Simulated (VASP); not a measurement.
Write the native input for VASP 6.6.1 that does the following.

```yaml
Task: single point
Functional: r2SCAN
Potentials_or_basis: VASP PAW PBE potentials, release 64 (Al, N)
Cutoff: 520 eV
k_mesh: 10 × 10 × 10
Occupations: gaussian, width 0.05 eV
Spin: no spin polarisation
Dipole_correction: no
Further_INCAR_settings: ALGO = Normal; EDIFF = 1e-06; NBANDS = 11
```

AlN:

```xyz
2
Lattice="0.0000 2.1840 2.1840 2.1840 0.0000 2.1840 2.1840 2.1840 0.0000" Properties=species:S:1:pos:R:3 pbc="T T T"
Al   -0.0577   -0.0577   -0.0577
N     3.2760    3.2760    3.2760
```

This cell differs from its parent crystal: all Al atoms moved -0.100 Å, as atom 1 along Cartesian [1 1 1].

The input as run:

POSCAR

```
AlN
1.0
    0.0000000000      2.1839935596      2.1839935596
    2.1839935596      0.0000000000      2.1839935596
    2.1839935596      2.1839935596      0.0000000000
Al N
1 1
Direct
   -0.0132177649     -0.0132177649     -0.0132177649
    0.7500000000      0.7500000000      0.7500000000
```

INCAR.step1

```
ALGO = Normal
EDIFF = 1E-4
ENCUT = 520
GGA = PE
ISMEAR = 0
LASPH = T
LCHARG = F
LREAL = F
LWAVE = T
NBANDS = 11
NELM = 80
PREC = Accurate
SIGMA = 0.05
```

INCAR.step2

```
ALGO = Normal
EDIFF = 1E-6
ENCUT = 520
ISIF = 2
ISMEAR = 0
ISTART = 1
LASPH = T
LCHARG = F
LMIXTAU = T
LREAL = F
LWAVE = F
METAGGA = R2SCAN
NBANDS = 11
NELM = 80
PREC = Accurate
SIGMA = 0.05
```

KPOINTS

```
k-points
0
Gamma
  10 10 10
```

Potentials or basis: VASP PAW PBE potentials, release 64 (Al, N).

Launch:

```console
$ cat potpaw_PBE.64/Al/POTCAR potpaw_PBE.64/N/POTCAR > POTCAR
$ cp INCAR.step1 INCAR
$ mpirun -np 1 vasp_std > vasp.out
$ cp INCAR.step2 INCAR
$ mpirun -np 1 vasp_std > vasp.out
```

It gave:

| Item | Value |
| --- | --- |
| Pressure | 1.3 GPa |
| Largest force | 1.920 eV/Å |
| Band gap on the k mesh | 3.78 eV, indirect (least direct gap 4.72 eV) |

Caveat: the cell differs from its parent crystal (all Al atoms moved -0.100 Å, as atom 1 along Cartesian [1 1 1]); the PAW data sets were made with another functional, which shifts forces and pressure a little.

Run time: 52 s on 1 thread of Intel(R) Xeon(R) Platinum 8375C CPU @ 2.90GHz (Ice Lake) (shared host), peak memory 0.15 GiB.
